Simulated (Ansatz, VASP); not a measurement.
**One calculation of SnO2, two programs**

```xyz
6
Lattice="3.2309 0.0000 0.0000 -1.6154 2.7980 0.0000 0.0000 0.0000 9.5953" Properties=species:S:1:pos:R:3 pbc="T T T"
Sn    0.0000    0.0000    4.7977
Sn    0.0000    0.0000    0.0000
O     1.6154    0.9327    3.8553
O     1.6154    0.9327    0.9424
O     0.0000    1.8653    5.7400
O     0.0000    1.8653    8.6530
```

Alike in both runs: task single point; functional PBE; dispersion D3(BJ); k mesh 12 × 12 × 4; occupations gaussian, width 0.05 eV; no spin polarisation.

|  | VASP | Ansatz |
| --- | --- | --- |
| version | VASP 6.6.1 | Ansatz 0.2.0 |
| potentials or method | VASP PAW PBE potentials, release 64 (Sn_d, O), cutoff 520 eV | scalar-relativistic, plane waves, PAW |
| valence electrons in the cell | 52 | 52 |

Ansatz gave:

* gap on the k mesh at the Fermi level (eV): 1.79
* least direct gap on the mesh (eV): 2.27
* pressure (GPa): 4.4
* traceless stress, the component that is largest in VASP (GPa): 3.23
* rms of the force components (eV/Å): 0.363

**Question.** What did VASP give for the same quantities?

**Answer.** gap on the k mesh at the Fermi level (eV): 1.77; least direct gap on the mesh (eV): 2.25; pressure (GPa): 5.1; traceless stress, the component that is largest in VASP (GPa): 2.79; rms of the force components (eV/Å): 0.389.

Atom by atom the forces differ by 0.025 eV/Å (rms over components).
